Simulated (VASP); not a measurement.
# Na (Fm-3m) in VASP: single point with PBE

Aim: the single point of Na with PBE.

All numbers are computed with VASP 6.6.1; they aren't measurements. Logs are shortened: lines on timing, memory, paths and dates and some standing lists are left out, and cuts for length are marked.

## 1. The cell of the first run

It takes space group Fm-3m (No. 225, cubic). Conventional cell: a = 5.620 Å, b = 5.620 Å, c = 5.620 Å, α = 90.00°, β = 90.00°, γ = 90.00°. Na (site symmetry m-3m) has 12 Na at 3.97 Å within 5.2 Å.

## 2. Single point, PBE

File INCAR:

```
ALGO     = Normal         # electronic algorithm
EDIFF    = 1E-6           # SCF threshold, eV
ENCUT    = 500            # plane-wave cutoff, eV
GGA      = PE             # functional
GGA_COMPAT= F            
ISIF     = 2              # what is computed and relaxed
ISMEAR   = 0              # smearing method
LASPH    = T              # aspherical terms in the spheres
LCHARG   = F              # write CHGCAR
LREAL    = F              # projectors in reciprocal space
LWAVE    = F              # write WAVECAR
NBANDS   = 10             # bands
NELM     = 120            # most SCF steps
PREC     = Accurate       # precision mode
SIGMA    = 0.15           # smearing width, eV
```

File KPOINTS:

```
k-points
0
Gamma
  5 5 5
```

File POSCAR:

```
Na
1.0
    0.0000000000      2.8100000000      2.8100000000
    2.8100000000      0.0000000000      2.8100000000
    2.8100000000      2.8100000000      0.0000000000
Na
1
Direct
    0.0000000000      0.0000000000      0.0000000000
```

Potentials or basis: VASP PAW PBE potentials, release 64 (Na_pv).

Started as:

```
cat potpaw_PBE.64/Na_pv/POTCAR > POTCAR
mpirun -np 1 vasp_std > vasp.out
```

OUTCAR:

```text
EDIFF = 1E-6
   ENCUT = 500
   GGA = PE
   ISIF = 2
   ISMEAR = 0
   LASPH = T
   LREAL = F
   NELM = 120
   PREC = Accurate

 ion  position               nearest neighbor table
   1  0.000  0.000  0.000-

  LATTYP: Found a face centered cubic cell.
 ALAT       =     5.6200000000

  Lattice vectors:

 A1 = (   0.0000000000,   2.8100000000,   2.8100000000)
 A2 = (   2.8100000000,   0.0000000000,   2.8100000000)
 A3 = (   2.8100000000,   2.8100000000,   0.0000000000)

Analysis of symmetry for initial positions (statically):
=====================================================================
 Subroutine PRICEL returns:
 Original cell was already a primitive cell.

 Routine SETGRP: Setting up the symmetry group for a
 face centered cubic supercell.

 Subroutine GETGRP returns: Found 48 space group operations
 (whereof 48 operations were pure point group operations)
 out of a pool of 48 trial point group operations.

The static configuration has the point symmetry O_h .

Analysis of symmetry for dynamics (positions and initial velocities):
=====================================================================
 Subroutine PRICEL returns:
 Original cell was already a primitive cell.

 Routine SETGRP: Setting up the symmetry group for a
 face centered cubic supercell.

 Subroutine GETGRP returns: Found 48 space group operations
 (whereof 48 operations were pure point group operations)
 out of a pool of 48 trial point group operations.

The dynamic configuration has the point symmetry O_h .

 Subroutine INISYM returns: Found 48 space group operations
 (whereof 48 operations are pure point group operations),
 and found     1 'primitive' translations

----------------------------------------------------------------------------------------

                                     Primitive cell

  volume of cell :      44.3761

  direct lattice vectors                    reciprocal lattice vectors
     0.000000000  2.810000000  2.810000000    -0.177935943  0.177935943  0.177935943
     2.810000000  0.000000000  2.810000000     0.177935943 -0.177935943  0.177935943
     2.810000000  2.810000000  0.000000000     0.177935943  0.177935943 -0.177935943

  length of vectors
     3.973940110  3.973940110  3.973940110     0.308194094  0.308194094  0.308194094

  position of ions in fractional coordinates (direct lattice)
     0.000000000  0.000000000  0.000000000

  ion indices of the primitive-cell ions
   primitive index   ion index
                 1           1

----------------------------------------------------------------------------------------

 KPOINTS: k-points

Automatic generation of k-mesh.
 Grid dimensions read from file:
 generate k-points for:    5    5    5

 Generating k-lattice:

  Cartesian coordinates                     Fractional coordinates (reciprocal lattice)
    -0.035587189  0.035587189  0.035587189     0.200000000  0.000000000  0.000000000
     0.035587189 -0.035587189  0.035587189     0.000000000  0.200000000  0.000000000
     0.035587189  0.035587189 -0.035587189     0.000000000  0.000000000  0.200000000

  Length of vectors
     0.061638819  0.061638819  0.061638819

  Shift w.r.t. Gamma in fractional coordinates (k-lattice)
     0.000000000  0.000000000  0.000000000

 Subroutine IBZKPT returns following result:
 ===========================================

 Found     10 irreducible k-points:

 Following reciprocal coordinates:
            Coordinates               Weight
  0.000000  0.000000  0.000000      1.000000
  0.200000  0.000000  0.000000      8.000000
  0.400000  0.000000  0.000000      8.000000
  0.200000  0.200000  0.000000      6.000000
  0.400000  0.200000  0.000000     24.000000
 -0.400000  0.200000  0.000000     24.000000
 -0.200000  0.200000  0.000000     12.000000
  0.400000  0.400000  0.000000      6.000000
 -0.400000  0.400000  0.000000     12.000000
 -0.400000  0.400000  0.200000     24.000000
   k-points           NKPTS =     10   k-points in BZ     NKDIM =     10   number of bands    NBANDS=     10
   number of dos      NEDOS =    301   number of ions     NIONS =      1
   total plane-waves  NPLWV =  27000
   dimension x,y,z NGX =    30 NGY =   30 NGZ =   30
   dimension x,y,z NGXF=    60 NGYF=   60 NGZF=   60
   ions per type =               1
   NGX,Y,Z   is equivalent  to a cutoff of  12.55, 12.55, 12.55 a.u.
   NGXF,Y,Z  is equivalent  to a cutoff of  25.10, 25.10, 25.10 a.u.
 SYSTEM =  unknown system
   PREC   = accura    normal or accurate (medium, high low for compatibility)
   ISTART =      0    job   : 0-new  1-cont  2-samecut
   ICHARG =      2    charge: 1-file 2-atom 10-const
   ISPIN  =      1    spin polarized calculation?
   LNONCOLLINEAR =      F non collinear calculations
   LSORBIT =      F    spin-orbit coupling
   LASPH  =      T    aspherical Exc in radial PAW
   ENCUT  =  500.0 eV  36.75 Ry    6.06 a.u.   7.25  7.25  7.25*2*pi/ulx,y,z
   NELM   =    120;   NELMIN=  2; NELMDL= -5     # of ELM steps
   EDIFF  = 0.1E-05   stopping-criterion for ELM
   LREAL  =      F    real-space projection
   EDIFFG = 0.1E-04   stopping-criterion for IOM
   NSW    =      0    number of steps for IOM
   IBRION =     -1    ionic relax: 0-MD 1-quasi-New 2-CG
   NFREE  =      0    steps in history (QN), initial steepest desc. (CG)
   ISIF   =      2    stress and relaxation
   ISYM   =      2    0-nonsym 1-usesym 2-fastsym
   POTIM  = 0.5000    time-step for ionic-motion
   TEBEG  =    0.0;   TEEND  =   0.0 temperature during run
   PSTRESS=    0.0 pullay stress
   NELECT =       7.0000    total number of electrons
   NUPDOWN=      -1.0000    fix difference up-down
   EMIN   =  10.00;   EMAX   =-10.00  energy-range for DOS
   EFERMI =   0.00;   METHOD = LEGACY
   ISMEAR =     0;   SIGMA  =   0.15  broadening in eV -4-tet -1-fermi 0-gaus
   EFERMI_NEDOS =   21; number of points for ismear=-14 and -15
   IALGO  =     38    algorithm
   IMIX   =      4    mixing-type and parameters
     AMIX     =   0.40;   BMIX     =  1.00
     AMIX_MAG =   1.60;   BMIX_MAG =  1.00
  volume/ion in A,a.u.               =      44.38       299.46
  Fermi-wavevector in a.u.,A,eV,Ry     =   0.884554  1.671565 10.645694  0.782436
  Thomas-Fermi vector in A             =   2.005470
   LORBIT       =      0    0 simple, 1 ext, 2 COOP (PROOUT), +10 PAW based schemes
   GGA     = PE    functional components
   LHFCALC =     F    Hartree Fock is set to
   AEXX    =    0.0000 exact exchange contribution
   IVDW    =     0    specifies the selected vdW correction
   LEPSILON=     F    determine dielectric tensor
   LRPA    =     F    only Hartree local field effects (RPA)
 non-spin polarized calculation
 Gauss-broadening in eV      SIGMA  =   0.15
  energy-cutoff  :      500.00
  volume of cell :       44.38
 maximum number of plane-waves:      1139
 NGX is ok and might be reduce to    30
   NGX = 15   NGY = 15   NGZ = 15

 number of electron       7.0000002 magnetization

 Free energy of the ion-electron system (eV)
  ---------------------------------------------------
  ext. energy  EPLUGINS =         0.00000000
  ---------------------------------------------------
  free energy    TOTEN  =        -1.32730934 eV

  energy without entropy =       -1.32333605  energy(sigma->0) =       -1.32532270

 E-fermi :   0.0218     XC(G=0):  -6.0523

 val. band max:       -0.0004970279   @ k =   0.4000   0.4000   0.0000
 cond. band min:       0.5487701575   @ k =  -0.4000   0.2000   0.0000
 fundamental gap:      0.5492671854
 Fermi energy:         0.0218219063

 k-point     1 :       0.0000    0.0000    0.0000
  band No.  band energies     occupation
      1     -25.1946      2.00000
      2     -25.1946      2.00000
      3     -25.1946      2.00000
      4      -3.0606      2.00000
      5       9.9099      0.00000
      6       9.9099      0.00000
      7       9.9099      0.00000
      8      10.8860      0.00000
      9      10.9875      0.00000
     10      10.9875      0.00000

 k-point     2 :       0.2000    0.0000    0.0000
  band No.  band energies     occupation
      1     -25.2008      2.00000
      2     -25.1955      2.00000
      3     -25.1955      2.00000
      4      -2.4753      2.00000
      5       5.8313      0.00000
      6       9.1614      0.00000
      7       9.1614      0.00000
      8      10.2705      0.00000
      9      11.7803      0.00000
     10      11.7803      0.00000

 k-point     3 :       0.4000    0.0000    0.0000
  band No.  band energies     occupation
      1     -25.2108      2.00000
      2     -25.1970      2.00000
      3     -25.1970      2.00000
      4      -0.7512      2.00000
      5       2.0569      0.00000
      6       8.9641      0.00000
      7       8.9641      0.00000
      8       9.9787      0.00000
      9       9.9893      0.00000
     10       9.9893      0.00000

 k-point     4 :       0.2000    0.2000    0.0000
  band No.  band energies     occupation
      1     -25.2006      2.00000
      2     -25.1969      2.00000
      3     -25.1969      2.00000
      4      -2.2813      2.00000
      5       7.3260      0.00000
      6       7.6647      0.00000
      7       7.6647      0.00000
      8       8.4166      0.00000
      9       9.5950      0.00000
     10      14.5779      0.00000

 k-point     5 :       0.4000    0.2000    0.0000
  band No.  band energies     occupation
      1     -25.2078      2.00000
      2     -25.1992      2.00000
      3     -25.1985      2.00000
      4      -0.9403      2.00000
      5       3.6747      0.00000
      6       6.3789      0.00000
      7       7.1654      0.00000
      8       7.8054      0.00000
      9      11.1741      0.00000
     10      13.1696      0.00000

 k-point     6 :      -0.4000    0.2000    0.0000
  band No.  band energies     occupation
      1     -25.2102      2.00000
      2     -25.2016      2.00000
      3     -25.1981      2.00000
      4       0.5488      0.00000
      5       1.5121      0.00000
      6       5.2080      0.00000
      7       7.6724      0.00000
      8       8.3368      0.00000
      9      11.9771      0.00000
     10      12.9320      0.00000

 k-point     7 :      -0.2000    0.2000    0.0000
  band No.  band energies     occupation
      1     -25.2054      2.00000
      2     -25.1997      2.00000
      3     -25.1963      2.00000
      4      -1.5117      2.00000
      5       4.6333      0.00000
      6       5.3669      0.00000
      7       9.1982      0.00000
      8       9.9473      0.00000
      9      11.4113      0.00000
     10      12.2397      0.00000

 k-point     8 :       0.4000    0.4000    0.0000
  band No.  band energies     occupation
      1     -25.2099      2.00000
      2     -25.2007      2.00000
      3     -25.2007      2.00000
      4      -0.0005      1.16666
      5       3.7067      0.00000
      6       5.8189      0.00000
      7       6.3293      0.00000
      8       6.3293      0.00000
      9       7.8573      0.00000
     10      16.8321      0.00000

 k-point     9 :      -0.4000    0.4000    0.0000
  band No.  band energies     occupation
      1     -25.2096      2.00000
      2     -25.2039      2.00000
      3     -25.2004      2.00000
      4       1.8023      0.00000
      5       2.2427      0.00000
      6       3.0621      0.00000
      7       6.4976      0.00000
      8       6.9743      0.00000
      9      10.4989      0.00000
     10      15.8812      0.00000

 k-point    10 :      -0.4000    0.4000    0.2000
  band No.  band energies     occupation
      1     -25.2082      2.00000
      2     -25.2041      2.00000
      3     -25.2002      2.00000
      4       0.7390      0.00000
      5       3.2122      0.00000
      6       3.7533      0.00000
      7       4.7167      0.00000
      8      10.3943      0.00000
      9      11.3320      0.00000
     10      11.7917      0.00000

------------------------ aborting loop because EDIFF is reached ----------------------------------------

  FORCE on cell =-STRESS in cart. coord.  units (eV):
  Direction    XX          YY          ZZ          XY          YZ          ZX
  --------------------------------------------------------------------------------------
  -------------------------------------------------------------------------------------
  Total       -0.3090174     -0.3090174     -0.3090174      0.0000000      0.0000000     -0.0000000
  in kB      -11.1569249    -11.1569249    -11.1569249      0.0000000      0.0000000     -0.0000000
  external PRESSURE =     -11.1569249 kB  Pullay stress =       0.0000000 kB

 VOLUME and BASIS-vectors are now :
 -----------------------------------------------------------------------------
  energy-cutoff  :      500.00
  volume of cell :       44.38
      direct lattice vectors                 reciprocal lattice vectors
     0.000000000  2.810000000  2.810000000    -0.177935943  0.177935943  0.177935943
     2.810000000  0.000000000  2.810000000     0.177935943 -0.177935943  0.177935943
     2.810000000  2.810000000  0.000000000     0.177935943  0.177935943 -0.177935943

 POSITION                                       TOTAL-FORCE (eV/Angst)
 -----------------------------------------------------------------------------------
      0.00000      0.00000      0.00000         0.000000      0.000000      0.000000
 -----------------------------------------------------------------------------------
    total drift:                               -0.000000     -0.000000      0.000000

  FREE ENERGIE OF THE ION-ELECTRON SYSTEM (eV)
  ---------------------------------------------------
  free  energy   TOTEN  =        -1.3273093426 eV

  energy  without entropy=       -1.3233360520  energy(sigma->0) =       -1.32532270
```

It took 10 s on 1 thread of Intel Xeon 8259CL, shared host; peak memory 0.15 GiB.

What came out:

```yaml
Free_energy: -1.3273 eV
Pressure: -1.1 GPa
```

Levels at points of the mesh, in eV from the Fermi level:
| k point | band 1 | band 2 | band 3 | band 4 | band 5 | band 6 | band 7 | band 8 |
| --- | --- | --- | --- | --- | --- | --- | --- | --- |
| (0.00, 0.00, 0.00) | -25.22 | -25.22 | -25.22 | -3.08 | 9.89 | 9.89 | 9.89 | 10.86 |

Caveat: the k points lie up to 0.39 Å⁻¹ apart.
